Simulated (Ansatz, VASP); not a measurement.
One calculation of HfN, two programs

The input INCAR:

```
SYSTEM = HfN
ALGO = Normal
EDIFF = 1E-6
ENCUT = 520
GGA = PE
ISIF = 2
ISMEAR = 0
LASPH = .TRUE.
LCHARG = .FALSE.
LREAL = .FALSE.
LWAVE = .FALSE.
NBANDS = 14
NELM = 60
PREC = Accurate
SIGMA = 0.1
```

KPOINTS

```
k-points
0
G
  18 18 18
  0 0 0
```

File POSCAR:

```
HfN
1.0
    0.0000000000      2.2815900000      2.2590000000
    2.2364100000      0.0000000000      2.2590000000
    2.2364100000      2.2815900000      0.0000000000
Hf N
1 1
Direct
    0.0000000000      0.0000000000      0.0000000000
    0.5000000000      0.5000000000      0.5000000000
```

Input for Ansatz:

```yaml
crystal:
  lattice:
    - [0.0, 2.28159, 2.259]
    - [2.23641, 0.0, 2.259]
    - [2.23641, 2.28159, 0.0]
  atoms:
    - { symbol: Hf, position: [0.0, 0.0, 0.0] }
    - { symbol: "N", position: [0.5, 0.5, 0.5] }
basis:
  ecutwfc: 420
kpoints:
  mp_grid: { grid: [18, 18, 18] }
hamiltonian:
  xc: pbe
scf:
  occupations: { method: gaussian, width: 0.1 }
output:
  forces: true
  stress: true
  eigenvalues: true
```

Change from the starting cell: strain -0.0100 x Voigt [1, -1, 0, 0, 0, 0], atoms carried along.

Alike in both runs: task single point; functional PBE; k mesh 18 × 18 × 18; occupations gaussian, width 0.1 eV; no spin polarisation.

```csv
,VASP,Ansatz
version,VASP 6.6.1,Ansatz 0.2.0
potentials or method,"VASP PAW PBE potentials, release 64 (Hf_pv, N), cutoff 520 eV","scalar-relativistic, plane waves, PAW"
valence electrons in the cell,15,31
```

|  | VASP | Ansatz | Ansatz less VASP |
| --- | --- | --- | --- |
| gap on the k mesh at the Fermi level (eV) | none | none | - |
| pressure (GPa) | 3.2 | 5.6 | +2.40 |
| traceless stress, the component that is largest in VASP (GPa) | 4.89 | 4.94 | +0.051 |

A gap of «none» marks a metal or a gap that the smearing closes. VASP's potentials hold 15 valence electrons a cell and Ansatz's 31, so a difference there can come from the potentials and not from the codes.

Neither program's run includes spin-orbit coupling.
